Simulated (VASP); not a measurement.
# GaP (I-4m2) in VASP: further runs

GaP is run at these levels: r2SCAN; tasks: single point.

Program: VASP 6.6.1. These are calculated values, not measurements. Logs are shortened: lines on timing, memory, paths and dates and some standing lists are left out, and cuts for length are marked.

## Step 1: The cell of the first run

Symmetry: I-4m2, No. 119, tetragonal system. Conventional cell: a = 3.739 Å, b = 3.739 Å, c = 5.589 Å, α = 90.00°, β = 90.00°, γ = 90.00°. Ga (site symmetry -4m2) has 4 P at 2.33 Å within 3.1 Å. Within 3.1 Å of P (site symmetry -4m2) lie 4 Ga at 2.33 Å.

## Step 2: Single point, r2SCAN (epitaxial xy strain -3.0%)

File POSCAR:

```
GaP
1.0
    0.0000000000      2.6436373088      2.7943627968
    2.6436373088      0.0000000000      2.7943627968
    2.6436373088      2.6436373088      0.0000000000
Ga P
1 1
Direct
    0.0000000000      0.0000000000      0.0000000000
    0.2500000000      0.2500000000      0.2500000000
```

File INCAR.step1:

```
PREC     = Accurate       # precision mode
ENCUT    = 520            # plane-wave cutoff, eV
ISMEAR   = 0              # smearing method
SIGMA    = 0.01           # smearing width, eV
LREAL    = F              # projectors in reciprocal space
LASPH    = T              # aspherical terms in the spheres
NELM     = 80             # most SCF steps
NBANDS   = 16             # bands
GGA      = PE             # functional
ALGO     = Normal         # electronic algorithm
EDIFF    = 1E-4           # SCF threshold, eV
LWAVE    = T              # write WAVECAR
LCHARG   = F              # write CHGCAR
```

File INCAR.step2:

```
PREC     = Accurate       # precision mode
ENCUT    = 520            # plane-wave cutoff, eV
EDIFF    = 1E-6           # SCF threshold, eV
ISMEAR   = 0              # smearing method
SIGMA    = 0.01           # smearing width, eV
LREAL    = F              # projectors in reciprocal space
LASPH    = T              # aspherical terms in the spheres
NELM     = 80             # most SCF steps
ALGO     = Normal         # electronic algorithm
ISIF     = 2              # what is computed and relaxed
LWAVE    = F              # write WAVECAR
LCHARG   = F              # write CHGCAR
METAGGA  = R2SCAN         # meta-GGA
LMIXTAU  = T            
NBANDS   = 16             # bands
ISTART   = 1
```

File KPOINTS:

```
Automatic mesh
0
Gamma
  8 8 8
```

Potentials or basis: VASP PAW PBE potentials, release 64 (Ga_d, P).

On the command line:

```sh
> cat potpaw_PBE.64/Ga_d/POTCAR potpaw_PBE.64/P/POTCAR > POTCAR
> cp INCAR.step1 INCAR
> mpirun -np 1 vasp_std > vasp.out
> cp INCAR.step2 INCAR
> mpirun -np 1 vasp_std > vasp.out
```

OUTCAR:

```text
PREC = Accurate
   ENCUT = 520
   EDIFF = 1E-6
   ISMEAR = 0
   LREAL = F
   LASPH = T
   NELM = 80
   ISIF = 2
   METAGGA = R2SCAN
   ISTART = 1

 ion  position               nearest neighbor table
   1  0.000  0.000  0.000-   2 2.33   2 2.33   2 2.33   2 2.33
   2  0.250  0.250  0.250-   1 2.33   1 2.33   1 2.33   1 2.33

  LATTYP: Found a body centered tetragonal cell.
 ALAT       =     3.7386677361
 C/A-ratio  =     1.4948441499

  Lattice vectors:

 A1 = (  -2.6436373088,   0.0000000000,   2.7943627968)
 A2 = (   2.6436373088,   0.0000000000,   2.7943627968)
 A3 = (   0.0000000000,   2.6436373088,  -2.7943627968)

Analysis of symmetry for initial positions (statically):
=====================================================================
 Subroutine PRICEL returns:
 Original cell was already a primitive cell.

 Routine SETGRP: Setting up the symmetry group for a
 body centered tetragonal supercell.

 Subroutine GETGRP returns: Found  8 space group operations
 (whereof  8 operations were pure point group operations)
 out of a pool of 16 trial point group operations.

The static configuration has the point symmetry D_2d.

Analysis of symmetry for dynamics (positions and initial velocities):
=====================================================================
 Subroutine PRICEL returns:
 Original cell was already a primitive cell.

 Routine SETGRP: Setting up the symmetry group for a
 body centered tetragonal supercell.

 Subroutine GETGRP returns: Found  8 space group operations
 (whereof  8 operations were pure point group operations)
 out of a pool of 16 trial point group operations.

The dynamic configuration has the point symmetry D_2d.

 Subroutine INISYM returns: Found  8 space group operations
 (whereof  8 operations are pure point group operations),
 and found     1 'primitive' translations

----------------------------------------------------------------------------------------

                                     Primitive cell

  volume of cell :      39.0586

  direct lattice vectors                    reciprocal lattice vectors
     0.000000000  2.643637309  2.794362797    -0.189133357  0.189133357  0.178931669
     2.643637309  0.000000000  2.794362797     0.189133357 -0.189133357  0.178931669
     2.643637309  2.643637309  0.000000000     0.189133357  0.189133357 -0.178931669

  length of vectors
     3.846723497  3.846723497  3.738667736     0.321806457  0.321806457  0.321806457

  position of ions in fractional coordinates (direct lattice)
     0.000000000  0.000000000  0.000000000
     0.250000000  0.250000000  0.250000000

  ion indices of the primitive-cell ions
   primitive index   ion index
                 1           1
                 2           2

----------------------------------------------------------------------------------------

 KPOINTS: Automatic mesh

Automatic generation of k-mesh.
 Grid dimensions read from file:
 generate k-points for:    8    8    8

 Generating k-lattice:

  Cartesian coordinates                     Fractional coordinates (reciprocal lattice)
    -0.023641670  0.023641670  0.022366459     0.125000000  0.000000000  0.000000000
     0.023641670 -0.023641670  0.022366459     0.000000000  0.125000000  0.000000000
     0.023641670  0.023641670 -0.022366459    -0.000000000 -0.000000000  0.125000000

  Length of vectors
     0.040225807  0.040225807  0.040225807

  Shift w.r.t. Gamma in fractional coordinates (k-lattice)
     0.000000000  0.000000000  0.000000000

 Subroutine IBZKPT returns following result:
 ===========================================

 Found     59 irreducible k-points:

 Following reciprocal coordinates:
            Coordinates               Weight
  0.000000  0.000000  0.000000      1.000000
  0.125000  0.000000  0.000000      8.000000
  0.250000  0.000000  0.000000      8.000000
  0.375000 -0.000000  0.000000      8.000000
  0.500000  0.000000  0.000000      4.000000
  0.125000  0.125000  0.000000      2.000000
[... 16 lines left out ...]
  0.250000 -0.000000  0.125000     16.000000
[... 42 lines left out ...]
  free energy    TOTEN  =       -21.42630634 eV

  energy without entropy =      -21.42630634  energy(sigma->0) =      -21.42630634

 E-fermi :   5.1027     XC(G=0): -10.7273

 val. band max:        4.9612780989   @ k =   0.0000   0.0000   0.0000
 cond. band min:       6.5152135730   @ k =   0.3750   0.0000   0.3750
 fundamental gap:      1.5539354741
 Fermi energy:         5.1026937004

 k-point     1 :       0.0000    0.0000    0.0000
  band No.  band energies     occupation
      1     -10.2300      2.00000
      2     -10.2125      2.00000
      3     -10.2123      2.00000
      4     -10.0971      2.00000
      5     -10.0917      2.00000
      6      -8.4605      2.00000
[... 8 lines left out ...]
     15      14.7160      0.00000
     16      15.7032      0.00000

 k-point     2 :       0.1250    0.0000    0.0000
  band No.  band energies     occupation
      1     -10.2400      2.00000
      2     -10.2161      2.00000
      3     -10.2071      2.00000
      4     -10.0978      2.00000
      5     -10.0907      2.00000
      6      -8.2360      2.00000
[... 8 lines left out ...]
     15      14.9326      0.00000
     16      15.4457      0.00000

 k-point     3 :       0.2500    0.0000    0.0000
  band No.  band energies     occupation
      1     -10.2783      2.00000
      2     -10.2059      2.00000
      3     -10.1952      2.00000
      4     -10.0981      2.00000
      5     -10.0869      2.00000
      6      -7.6037      2.00000
[... 8 lines left out ...]
     15      14.5013      0.00000
     16      15.6434      0.00000

 k-point     4 :       0.3750   -0.0000    0.0000
  band No.  band energies     occupation
      1     -10.3123      2.00000
      2     -10.1966      2.00000
      3     -10.1857      2.00000
      4     -10.0959      2.00000
      5     -10.0802      2.00000
      6      -6.7207      2.00000
[... 8 lines left out ...]
     15      15.5578      0.00000
     16      16.0933      0.00000
[... 324 lines left out ...]
 k-point    22 :       0.1250    0.0000    0.1250
  band No.  band energies     occupation
      1     -10.2442      2.00000
      2     -10.2176      2.00000
      3     -10.2026      2.00000
      4     -10.1022      2.00000
      5     -10.0880      2.00000
      6      -8.1520      2.00000
[... 8 lines left out ...]
     15      15.0334      0.00000
     16      15.9411      0.00000

 k-point    23 :       0.2500   -0.0000    0.1250
  band No.  band energies     occupation
      1     -10.2778      2.00000
      2     -10.2034      2.00000
      3     -10.1919      2.00000
      4     -10.1068      2.00000
      5     -10.0833      2.00000
      6      -7.6472      2.00000
[... 8 lines left out ...]
     15      15.1942      0.00000
     16      16.9352      0.00000

 k-point    24 :       0.3750   -0.0000    0.1250
  band No.  band energies     occupation
      1     -10.3098      2.00000
      2     -10.1917      2.00000
      3     -10.1826      2.00000
      4     -10.1062      2.00000
      5     -10.0782      2.00000
      6      -6.8255      2.00000
[... 8 lines left out ...]
     15      16.1817      0.00000
     16      16.8839      0.00000

 [... further k-points ...]
[... 5 lines left out ...]
  --------------------------------------------------------------------------------------
  -------------------------------------------------------------------------------------
  Total        1.2269532      1.2269532     -0.0130982      0.0000000      0.0000000      0.0000000
  in kB       50.3294323     50.3294323     -0.5372844      0.0000000      0.0000000      0.0000000
  external PRESSURE =      33.3738601 kB  Pullay stress =       0.0000000 kB

 VOLUME and BASIS-vectors are now :
 -----------------------------------------------------------------------------
  energy-cutoff  :      520.00
  volume of cell :       39.06
      direct lattice vectors                 reciprocal lattice vectors
     0.000000000  2.643637309  2.794362797    -0.189133357  0.189133357  0.178931669
     2.643637309  0.000000000  2.794362797     0.189133357 -0.189133357  0.178931669
     2.643637309  2.643637309  0.000000000     0.189133357  0.189133357 -0.178931669

 POSITION                                       TOTAL-FORCE (eV/Angst)
 -----------------------------------------------------------------------------------
      0.00000      0.00000      0.00000        -0.000000     -0.000000     -0.000000
      1.32182      1.32182      1.39718         0.000000      0.000000      0.000000
 -----------------------------------------------------------------------------------
    total drift:                               -0.000106     -0.000106      0.000383

  FREE ENERGIE OF THE ION-ELECTRON SYSTEM (eV)
  ---------------------------------------------------
  free  energy   TOTEN  =       -21.4263063370 eV

  energy  without entropy=      -21.4263063370  energy(sigma->0) =      -21.42630634
```

It took 63 s on 1 thread of Intel Xeon 6975P-C (Granite Rapids), shared host; peak memory 0.19 GiB.

Results:

| Property | Result |
| --- | --- |
| Free energy | -21.4263 eV |
| Pressure | 3.3 GPa |
| Band gap on the k mesh | 1.55 eV (least direct gap 2.51 eV) |

Stress tensor (GPa, compression positive):
```
 5.03  0.00  0.00
 0.00  5.03  0.00
 0.00  0.00 -0.05
```

Levels at points of the mesh, in eV from the valence-band top:
```
           k point  band 5  band 6  band 7  band 8  band 9  band 10  band 11  band 12  band 13  band 14
(0.00, 0.00, 0.00)  -15.05  -13.42   -0.37    0.00    0.00     2.51     4.03     4.03     4.17     9.38
(0.50, 0.00, 0.00)  -15.04  -11.13   -7.18   -1.60   -1.08     1.95     4.80     5.16     8.82    11.70
(0.50, 0.50, 0.00)  -15.04  -10.34   -7.52   -2.77   -2.77     2.02     2.33    11.53    11.53    11.86
(0.50, 0.00, 0.50)  -15.02  -10.06   -7.12   -3.20   -3.16     1.58     1.76    11.18    11.31    12.32
```

Caveat: the cell differs from its parent crystal (epitaxial xy strain -3.0%); the stress differs along the axes, from -0 to 5 GPa; the PAW data sets were made with another functional, which shifts forces and pressure a little.

## Step 3: Single point, r2SCAN (epitaxial xy strain -2.0%)

File POSCAR:

```
GaP
1.0
    0.0000000000      2.6708913017      2.7717586778
    2.6708913017      0.0000000000      2.7717586778
    2.6708913017      2.6708913017      0.0000000000
Ga P
1 1
Direct
    0.0000000000      0.0000000000      0.0000000000
    0.2500000000      0.2500000000      0.2500000000
```

File INCAR.step1:

```
SYSTEM = GaP
PREC     = Accurate       ! precision mode
ENCUT    = 520            ! plane-wave cutoff, eV
ISMEAR   = 0              ! smearing method
SIGMA    = 0.01           ! smearing width, eV
LREAL    = .False.        ! projectors in reciprocal space
LASPH    = .True.         ! aspherical terms in the spheres
NELM     = 80             ! most SCF steps
NBANDS   = 16             ! bands
GGA      = PE             ! functional
ALGO     = Normal         ! electronic algorithm
EDIFF    = 1E-4           ! SCF threshold, eV
LWAVE    = .True.         ! write WAVECAR
LCHARG   = .False.        ! write CHGCAR
```

File INCAR.step2:

```
SYSTEM = GaP
PREC     = Accurate       ! precision mode
ENCUT    = 520            ! plane-wave cutoff, eV
EDIFF    = 1E-7           ! SCF threshold, eV
ISMEAR   = 0              ! smearing method
SIGMA    = 0.01           ! smearing width, eV
LREAL    = .False.        ! projectors in reciprocal space
LASPH    = .True.         ! aspherical terms in the spheres
NELM     = 80             ! most SCF steps
ALGO     = Normal         ! electronic algorithm
ISIF     = 2              ! what is computed and relaxed
LWAVE    = .False.        ! write WAVECAR
LCHARG   = .False.        ! write CHGCAR
METAGGA  = R2SCAN         ! meta-GGA
LMIXTAU  = .True.       
NBANDS   = 16             ! bands
ISTART   = 1
```

File KPOINTS:

```
regular mesh
0
Gamma
  8 8 8
  0 0 0
```

Potentials or basis: VASP PAW PBE potentials, release 64 (Ga_d, P).

On the command line:

```sh
> cat potpaw_PBE.64/Ga_d/POTCAR potpaw_PBE.64/P/POTCAR > POTCAR
> cp INCAR.step1 INCAR
> mpirun -np 1 vasp_std > vasp.out
> cp INCAR.step2 INCAR
> mpirun -np 1 vasp_std > vasp.out
```

It took 80 s on 1 thread of Intel Xeon 6975P-C (Granite Rapids), shared host; peak memory 0.19 GiB.

Results (log left out):

```
Free energy            : -21.4472 eV
Pressure               : 2.1 GPa
Band gap on the k mesh : 1.67 eV (least direct gap 2.46 eV)
```

Stress tensor (GPa, compression positive):
```
 3.22  0.00  0.00
 0.00  3.22  0.00
 0.00  0.00 -0.06
```

Levels at points of the mesh, in eV from the valence-band top:
```tsv
k point	band 6	band 7	band 8	band 9	band 10	band 11	band 12	band 13
(0.00, 0.00, 0.00)	-13.28	-0.24	0.00	0.00	2.46	4.08	4.08	4.17
(0.50, 0.00, 0.00)	-11.04	-7.06	-1.45	-1.11	2.00	4.87	5.12	8.82
(0.50, 0.50, 0.00)	-10.20	-7.32	-2.78	-2.78	1.98	2.26	11.47	11.47
(0.50, 0.00, 0.50)	-10.01	-7.06	-3.06	-3.03	1.70	1.88	11.29	11.38
```

Caveat: the cell differs from its parent crystal (epitaxial xy strain -2.0%); the PAW data sets were made with another functional, which shifts forces and pressure a little.

## Step 4: Single point, r2SCAN (epitaxial xy strain -1.0%)

File POSCAR:

```
GaP
1.0
    0.0000000000      2.6981452945      2.7489678072
    2.6981452945      0.0000000000      2.7489678072
    2.6981452945      2.6981452945      0.0000000000
Ga P
1 1
Direct
    0.0000000000      0.0000000000      0.0000000000
    0.2500000000      0.2500000000      0.2500000000
```

File INCAR.step1:

```
ALGO = Normal
EDIFF = 1E-4
ENCUT = 520
GGA = PE
ISMEAR = 0
LASPH = True
LCHARG = False
LREAL = False
LWAVE = True
NBANDS = 16
NELM = 60
PREC = Accurate
SIGMA = 0.01
```

File INCAR.step2:

```
ALGO = Normal
EDIFF = 1E-6
ENCUT = 520
ISIF = 2
ISMEAR = 0
ISTART = 1
LASPH = True
LCHARG = False
LMIXTAU = True
LREAL = False
LWAVE = False
METAGGA = R2SCAN
NBANDS = 16
NELM = 60
PREC = Accurate
SIGMA = 0.01
```

File KPOINTS:

```
k-points
0
Gamma
  8 8 8
```

On the command line:

```sh
> cat potpaw_PBE.64/Ga_d/POTCAR potpaw_PBE.64/P/POTCAR > POTCAR
> cp INCAR.step1 INCAR
> mpirun -np 1 vasp_std > vasp.out
> cp INCAR.step2 INCAR
> mpirun -np 1 vasp_std > vasp.out
```

Wall time 75 s (1 thread of Intel Xeon 6975P-C (Granite Rapids), shared host); peak memory 0.19 GiB.

It converged, with:

- Free energy: -21.4592 eV
- Pressure: 1.0 GPa
- Band gap on the k mesh: 1.79 eV (least direct gap 2.40 eV)

Stress tensor (GPa, compression positive):
```
 1.54  0.00  0.00
 0.00  1.54  0.00
 0.00  0.00 -0.03
```

Levels at points of the mesh, in eV from the valence-band top:
```tsv
k point	band 5	band 6	band 7	band 8	band 9	band 10	band 11	band 12	band 13	band 14
(0.00, 0.00, 0.00)	-14.93	-13.15	-0.12	0.00	0.00	2.40	4.14	4.14	4.18	9.48
(0.50, 0.00, 0.00)	-14.92	-10.95	-6.95	-1.31	-1.14	2.03	4.95	5.09	8.82	11.68
(0.50, 0.50, 0.00)	-14.91	-10.06	-7.14	-2.79	-2.79	1.95	2.18	11.41	11.41	11.96
(0.50, 0.00, 0.50)	-14.90	-9.97	-7.01	-2.93	-2.92	1.81	1.99	11.35	11.39	12.13
```

Caveat: the cell differs from its parent crystal (epitaxial xy strain -1.0%); the PAW data sets were made with another functional, which shifts forces and pressure a little. A k mesh can miss the band edges.

## Step 5: Single point, r2SCAN (epitaxial xy strain +1.0%)

File POSCAR:

```
GaP
1.0
    0.0000000000      2.7526532803      2.7026489945
    2.7526532803      0.0000000000      2.7026489945
    2.7526532803      2.7526532803      0.0000000000
Ga P
1 1
Direct
    0.0000000000      0.0000000000      0.0000000000
    0.2500000000      0.2500000000      0.2500000000
```

File INCAR.step1:

```
PREC = Accurate ; ENCUT = 520
ISMEAR = 0 ; SIGMA = 0.01
LREAL = False ; LASPH = True
NELM = 80 ; NBANDS = 16
GGA = PE ; ALGO = Normal
EDIFF = 1E-4 ; LWAVE = True
LCHARG = False
```

File INCAR.step2:

```
PREC = Accurate ; ENCUT = 520
EDIFF = 1E-6 ; ISMEAR = 0
SIGMA = 0.01 ; LREAL = False
LASPH = True ; NELM = 80
ALGO = Normal ; ISIF = 2
LWAVE = False ; LCHARG = True
METAGGA = R2SCAN ; LMIXTAU = True
LELF = True ; LVHAR = True
NBANDS = 16 ; ISTART = 1
```

File KPOINTS:

```
Automatic mesh
0
Gamma
  8 8 8
```

On the command line:

```sh
> cat potpaw_PBE.64/Ga_d/POTCAR potpaw_PBE.64/P/POTCAR > POTCAR
> cp INCAR.step1 INCAR
> mpirun -np 1 vasp_std > vasp.out
> cp INCAR.step2 INCAR
> mpirun -np 1 vasp_std > vasp.out
```

Wall time 76 s (1 thread of Intel Xeon 6975P-C (Granite Rapids), shared host); peak memory 0.19 GiB.

The run converged. Its results:

| Quantity | Value |
| --- | --- |
| Free energy | -21.4593 eV |
| Pressure | -1.1 GPa |
| Band gap on the k mesh | 1.73 eV (least direct gap 2.17 eV) |

Stress tensor (GPa, compression positive):
```
-1.53  0.00  0.00
 0.00 -1.53  0.00
 0.00  0.00 -0.12
```

Levels at points of the mesh, in eV from the valence-band top:
| k point | band 5 | band 6 | band 7 | band 8 | band 9 | band 10 | band 11 | band 12 | band 13 | band 14 |
| --- | --- | --- | --- | --- | --- | --- | --- | --- | --- | --- |
| (0.00, 0.00, 0.00) | -14.93 | -13.00 | -0.11 | -0.11 | 0.00 | 2.17 | 4.10 | 4.14 | 4.14 | 9.33 |
| (0.50, 0.00, 0.00) | -14.92 | -10.88 | -6.85 | -1.30 | -1.14 | 1.92 | 4.92 | 5.07 | 8.74 | 11.47 |
| (0.50, 0.50, 0.00) | -14.91 | -9.90 | -6.89 | -2.91 | -2.91 | 1.78 | 1.92 | 11.18 | 11.18 | 11.94 |
| (0.50, 0.00, 0.50) | -14.91 | -9.99 | -7.01 | -2.79 | -2.78 | 1.91 | 2.10 | 11.16 | 11.18 | 11.76 |

Caveat: the cell differs from its parent crystal (epitaxial xy strain +1.0%); the PAW data sets were made with another functional, which shifts forces and pressure a little.

## Step 6: Overview

```tsv
cell	gap on the mesh (eV)	pressure (GPa)
a = 3.847, b = 3.847, c = 3.739 Å, angles 60.9, 60.9, 58.2°, 2 atoms	1.55	3.3
a = 3.849, b = 3.849, c = 3.777 Å, angles 60.6, 60.6, 58.8°, 2 atoms	1.67	2.1
a = 3.852, b = 3.852, c = 3.816 Å, angles 60.3, 60.3, 59.4°, 2 atoms	1.79	1.0
a = 3.858, b = 3.858, c = 3.893 Å, angles 59.7, 59.7, 60.6°, 2 atoms	1.73	-1.1
```

Alike in all rows: task single point; level r2SCAN; potentials or basis VASP PAW PBE potentials, release 64 (Ga_d, P); no spin polarisation; k mesh 8 × 8 × 8; cutoff (eV) 520; smearing gaussian 0.01 eV.

Caveats: the PAW data sets were made with another functional, which shifts forces and pressure a little; the stress differs along the axes, from -0 to 5 GPa (at least some runs).

Absolute energies hang on the potentials; compare differences alone.
